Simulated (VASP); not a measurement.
Here is a VASP 6.6.1 calculation.

INCAR

```
SYSTEM = Cu2P3
ALGO = Normal
EDIFF = 1E-6
ENCUT = 520
GGA = PE
ISIF = 2
ISMEAR = 0
LASPH = .True.
LCHARG = .False.
LREAL = .False.
LWAVE = .False.
NBANDS = 26
NELM = 60
PREC = Accurate
SIGMA = 0.1
```

KPOINTS

```
k-points
0
Gamma
  6 6 6
  0 0 0
```

Contents of POSCAR:

```
Cu2P3
1.0
    1.6259777238      0.9387586765      7.8703241569
   -1.6259777238      0.9387586765      7.8703241569
    0.0000000000     -1.8775173531      7.8703241569
Cu P
2 3
Direct
    0.3977600166      0.3977600166      0.3977600166
    0.6022399834      0.6022399834      0.6022399834
    0.0000000000      0.0000000000      0.0000000000
    0.1946640747      0.1946640747      0.1946640747
    0.8053359253      0.8053359253      0.8053359253
```

Potentials or basis: VASP PAW PBE potentials, release 64 (Cu, P).

Launch:

```console
$ cat potpaw_PBE.64/Cu/POTCAR potpaw_PBE.64/P/POTCAR > POTCAR
$ mpirun -np 1 vasp_std > vasp.out
```

(1) What does it give for the largest force?

(2) Estimate the band gap on the k mesh.

(3) Estimate the pressure.

Answers

(1) 0.075 eV/Å.

(2) zero (an odd number of electrons rules out a gap without spin polarisation).

(3) 0.3 GPa.

Caveat: the k points lie up to 0.37 Å⁻¹ apart, too coarse for converged energies and pressures of a metal; an odd number of electrons without spin polarisation forces a metal; a magnetic or distorted state may lie lower.
